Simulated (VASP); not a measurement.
Set up this calculation in VASP 6.6.1, as the native input.

```yaml
Task: relaxation of cell and atoms
Functional: PBE
Potentials_or_basis: VASP PAW PBE potentials, release 64 (Mg, Si, N)
Cutoff: 600 eV
k_mesh: 4 × 4 × 4
Occupations: gaussian, width 0.1 eV
Spin: no spin polarisation
Dipole_correction: no
Further_INCAR_settings: ALGO = Normal; EDIFF = 1e-06; IBRION = 2; EDIFFG = -0.04; NSW = 90; ISIF = 3
```

The structure of Mg2SiN2 lies in POSCAR:

```
Mg2SiN2
1.0
   -3.2498973700      3.2498973700      2.6590280400
    3.2498973700     -3.2498973700      2.6590280400
    3.2498973700      3.2498973700     -2.6590280400
Mg Si N
2 1 2
Direct
    0.3903153700      0.8903153700      0.5000000000
    0.8903153700      0.3903153700      0.5000000000
    0.8136119500      0.8136119500      0.0000000000
    0.7327341500      0.2327341500      0.5000000000
    0.2327341500      0.7327341500      0.5000000000
```

These files were run (other wordings do the same):

INCAR

```
SYSTEM = Mg2SiN2
PREC = Accurate
ENCUT = 600
EDIFF = 1E-6
ISMEAR = 0
SIGMA = 0.1
LREAL = .False.
LASPH = .True.
NELM = 100
ALGO = Normal
ISIF = 3
LWAVE = .False.
LCHARG = .False.
GGA = PE
IBRION = 2
NSW = 90
EDIFFG = -0.04
```

KPOINTS

```
regular mesh
0
Gamma
  4 4 4
  0 0 0
```

Potentials or basis: VASP PAW PBE potentials, release 64 (Mg, Si, N).

The run is started by

```sh
$ cat potpaw_PBE.64/Mg/POTCAR potpaw_PBE.64/Si/POTCAR potpaw_PBE.64/N/POTCAR > POTCAR
$ mpirun -np 1 vasp_std > vasp.out
```

It gave:

```yaml
Relaxed_volume: 13.02 Å³/atom
Relaxed_cell: a = 4.884 Å, b = 4.884 Å, c = 4.884 Å, α = 130.90°, β = 130.90°, γ = 71.97°
Space_group_after_relaxing_to_0.05_Å: I4/mmm (No. 139)
Energy_gained_by_relaxing: 20674.5 meV/atom
Ionic_steps: 46
Pressure_after_relaxing: 0.0 GPa
Largest_force_after_relaxing: 0.029 eV/Å
Band_gap_on_the_k_mesh: zero (band 9 reaches 5.70 eV, above the bottom of band 10 at 4.88 eV)
```

Caveat: the k points lie up to 0.55 Å⁻¹ apart in the final cell; the volume moved by over 15 % at a fixed basis, so the end points are rough.

Wall time 12 min on 1 thread of Intel(R) Xeon(R) 6975P-C (Granite Rapids) (shared host), peak memory 0.3 GiB.
